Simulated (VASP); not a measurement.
Mg5Te2:

```xyz
7
Lattice="3.2578 1.8809 4.7212 -3.2578 1.8809 4.7212 0.0000 -3.7618 4.7212" Properties=species:S:1:pos:R:3 pbc="T T T"
Mg    0.0000    0.0000    3.6095
Mg    0.0000    0.0000   10.5540
Mg    0.0000    1.8809    4.7212
Mg   -1.6289   -0.9405    4.7212
Mg    1.6289   -0.9405    4.7212
Te    0.0000    0.0000    0.0000
Te    0.0000    0.0000    7.0818
```

* Program: VASP 6.6.1
* Task: relaxation of cell and atoms
* Functional: PBE
* Potentials or basis: VASP PAW PBE potentials, release 64 (Mg, Te)
* Cutoff: 600 eV
* k mesh: 3 × 3 × 3
* Occupations: gaussian, width 0.2 eV
* Spin: no spin polarisation

At the start: pressure 15.7 GPa; volume 24.80 Å³/atom.

Task: Where does the relaxation end?

Result: Over 20 steps the energy falls by 1325.7 meV/atom and the volume is 25.43 Å³/atom (+2.5 %); space group R-3m (No. 166, to 0.05 Å).

The path:
```tsv
step	energy change (eV)	largest force (eV/Å)	pressure (GPa)	volume (Å³)
1	0.0000	7.5422	15.67	173.58
2	-5.8278	2.5682	-1.39	241.92
3	-5.9454	2.0774	-2.48	254.09
4	-6.6991	2.0435	-2.43	238.04
5	-8.4132	1.1713	-0.04	193.96
6	5.5063	22.0714	54.99	122.77
7	-8.1903	1.7073	0.72	190.95
8	-7.4548	1.9208	11.28	154.37
9	-8.3391	1.3592	2.21	181.28
10	-8.3697	0.7777	3.93	173.09
11	-8.7462	0.1470	3.36	171.40
12	-8.8654	1.2477	3.58	169.09
13	-9.2037	0.5941	0.81	176.92
14	-9.2497	0.2615	-0.83	183.67
15	-9.2544	0.3196	-0.52	182.20
16	-9.2545	0.3306	-0.46	181.93
17	-9.2645	0.2791	-0.26	180.62
18	-9.2754	0.1604	0.25	177.66
19	-9.2756	0.1405	0.36	177.17
20	-9.2800	0.0726	0.16	178.00
```

Final structure:
```
CELL_PARAMETERS angstrom
3.09545 1.78716 5.36268
-3.09545 1.78716 5.36268
0.00000 -3.57432 5.36268
ATOMIC_POSITIONS crystal
Mg 0.17656 0.17656 0.17656
Mg 0.82344 0.82344 0.82344
Mg 0.50000 0.50000 0.00000
Mg 0.00000 0.50000 0.50000
Mg 0.50000 0.00000 0.50000
Te 0.00000 0.00000 0.00000
Te 0.50000 0.50000 0.50000
```

Caveat: the k points lie up to 0.41 Å⁻¹ apart in the final cell; the relaxation stopped at a loose force limit of 0.08 eV/Å, so its end isn't a converged minimum.
